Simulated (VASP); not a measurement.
Input of a VASP 6.6.1 run:

POSCAR

```
GaSb
1.0
    0.0000000000      3.0284100000      3.0590000000
    3.0590000000      0.0000000000      3.0590000000
    3.0590000000      3.0284100000      0.0000000000
Ga Sb
1 1
Direct
    0.0000000000      0.0000000000      0.0000000000
    0.7500000000      0.7500000000      0.7500000000
```

The input INCAR.step1:

```
SYSTEM = GaSb
PREC = Accurate
ENCUT = 520
ISMEAR = 0
SIGMA = 0.05
LREAL = .False.
LASPH = .True.
NELM = 80
NBANDS = 16
GGA = PE
ALGO = Normal
EDIFF = 1E-4
LWAVE = .True.
LCHARG = .False.
```

The input INCAR.step2:

```
SYSTEM = GaSb
PREC = Accurate
ENCUT = 520
EDIFF = 1E-6
ISMEAR = 0
SIGMA = 0.05
LREAL = .False.
LASPH = .True.
NELM = 80
ALGO = Normal
ISIF = 2
LWAVE = .False.
LCHARG = .False.
METAGGA = R2SCAN
LMIXTAU = .True.
NBANDS = 16
ISTART = 1
```

Contents of KPOINTS:

```
regular mesh
0
Gamma
  6 6 6
  0 0 0
```

Potentials or basis: VASP PAW PBE potentials, release 64 (Ga_d, Sb).

The run is started by

```sh
$ cat potpaw_PBE.64/Ga_d/POTCAR potpaw_PBE.64/Sb/POTCAR > POTCAR
$ cp INCAR.step1 INCAR
$ mpirun -np 1 vasp_std > vasp.out
$ cp INCAR.step2 INCAR
$ mpirun -np 1 vasp_std > vasp.out
```

**Question.** Predict the band gap on the k mesh.

**Answer.** 0.48 eV, direct.

**Question.** Estimate the pressure.

**Answer.** 1.0 GPa.

Stress tensor (GPa, compression positive):
```
0.87 0.00 0.00
0.00 1.35 0.00
0.00 0.00 0.87
```

Caveat: the cell differs from its parent crystal (strain -0.0100 x Voigt [0, 1, 0, 0, 0, 0]); the PAW data sets were made with another functional, which shifts forces and pressure a little; spin-orbit coupling is left out, which moves the levels of the heavy elements. A k mesh can miss the band edges.
